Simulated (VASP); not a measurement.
**Ni: single point with r2SCAN**

Ni:

```xyz
1
Lattice="0.0000 1.7381 1.7381 1.7381 0.0000 1.7381 1.7381 1.7381 0.0000" Properties=species:S:1:pos:R:3 pbc="T T T"
Ni    0.0000    0.0000    0.0000
```

* Program: VASP 6.6.1
* Task: single point
* Functional: r2SCAN
* Potentials or basis: VASP PAW PBE potentials, release 64 (Ni)
* Cutoff: 520 eV
* k mesh: 15 × 15 × 15
* Occupations: fermi-dirac, width 0.3 eV
* Spin: collinear spin, ferromagnetic start
* Starting moments: [0.807] μB
* Dipole correction: no
* Further INCAR settings: ALGO = Normal; EDIFF = 1e-07; NBANDS = 15

- Pressure: 1.5 GPa
- Band gap on the k mesh: zero (filled and empty bands overlap)
- Net moment: 0.00 μB per cell
- Valence electrons inside the program's atomic spheres: Ni 9.42

Levels at points of the mesh, in eV from the Fermi level:
Spin up:
```
           k point  band 3  band 4  band 5  band 6  band 7  band 8
(0.00, 0.00, 0.00)   -2.16   -2.16   -1.04   -1.04   24.91   29.51
```
Spin down:
```csv
k point,band 1,band 2,band 3,band 4,band 5,band 6,band 7,band 8,band 9,band 10
"(0.00, 0.00, 0.00)",-9.59,-2.16,-2.16,-2.16,-1.04,-1.04,24.91,29.51,29.51,29.51
```

Run time: 4.3 min on 1 thread of AMD EPYC 7R43 64-Core Processor (Zen 3), on a shared host, peak memory 0.11 GiB.

Caveat: the PAW data sets were made with another functional, which shifts forces and pressure a little.
